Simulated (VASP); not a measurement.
BaCaTe2, 4 atoms in the cell. It takes space group R-3m (No. 166, trigonal). Conventional cell: a = 4.748 Å, b = 4.748 Å, c = 22.859 Å, α = 90.00°, β = 90.00°, γ = 120.00°. Within 4.2 Å of Ca (site symmetry -3m) lie 6 Te at 3.23 Å. Ba (site symmetry -3m) has 6 Te at 3.45 Å within 4.5 Å. Te (site symmetry 3m) has 3 Ca at 3.23 Å and 3 Ba at 3.45 Å within 4.2 Å.  This cell differs from its parent crystal: uniaxial z strain -2.0%.

```yaml
Program: VASP 6.6.1
Task: single point
Functional: PBE
Potentials_or_basis: VASP PAW PBE potentials, release 64 (Ca_sv, Ba_sv, Te)
Cutoff: 520 eV
k_mesh: 6 × 6 × 6
Occupations: fermi-dirac, width 0.02 eV
Spin: no spin polarisation
Dipole_correction: no
Further_INCAR_settings: ALGO = Normal; EDIFF = 1e-06; NBANDS = 24
```

Potentials or basis: VASP PAW PBE potentials, release 64 (Ca_sv, Ba_sv, Te).

Command:

```sh
$ cat potpaw_PBE.64/Ca_sv/POTCAR potpaw_PBE.64/Ba_sv/POTCAR potpaw_PBE.64/Te/POTCAR > POTCAR
$ mpirun -np 1 vasp_std > vasp.out
```

Hardware: 1 thread of Intel(R) Xeon(R) Platinum 8488C (Sapphire Rapids), with other jobs on the host.

Task: How long does it take, and how much memory?

Result: Run time: 3.6 min on 1 thread of Intel(R) Xeon(R) Platinum 8488C (Sapphire Rapids), on a shared host, peak memory 0.54 GiB. Counts: scf iterations 14, k points 32.
